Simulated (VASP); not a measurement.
Te, 3 atoms in the cell. It takes space group P3_121 (No. 152, trigonal). Conventional cell: a = 4.297 Å, b = 4.297 Å, c = 5.904 Å, α = 90.00°, β = 90.00°, γ = 120.00°. Within 3.8 Å of Te (site symmetry 2) lie 6 Te at 2.90 to 3.32 Å. 

- Program: VASP 6.6.1
- Task: single point
- Functional: LDA
- Potentials or basis: VASP PAW LDA potentials, release 64 (Te)
- Cutoff: 520 eV
- k mesh: 9 × 9 × 6
- Occupations: methfessel-paxton, width 0.2 eV
- Spin: no spin polarisation
- Dipole correction: no
- Further INCAR settings: ALGO = Normal; EDIFF = 1e-06; NBANDS = 16

Potentials or basis: VASP PAW LDA potentials, release 64 (Te).

Command:

```console
$ cat potpaw_LDA.64/Te/POTCAR > POTCAR
$ mpirun -np 1 vasp_std > vasp.out
```

Hardware: 1 thread of Intel(R) Xeon(R) 6975P-C (Granite Rapids), on a shared host.

Task: Estimate the wall time of this run.

Result: It took 27 s on 1 thread of Intel(R) Xeon(R) 6975P-C (Granite Rapids), on a shared host, peak memory 0.21 GiB. Counts: scf iterations 11, k points 62.
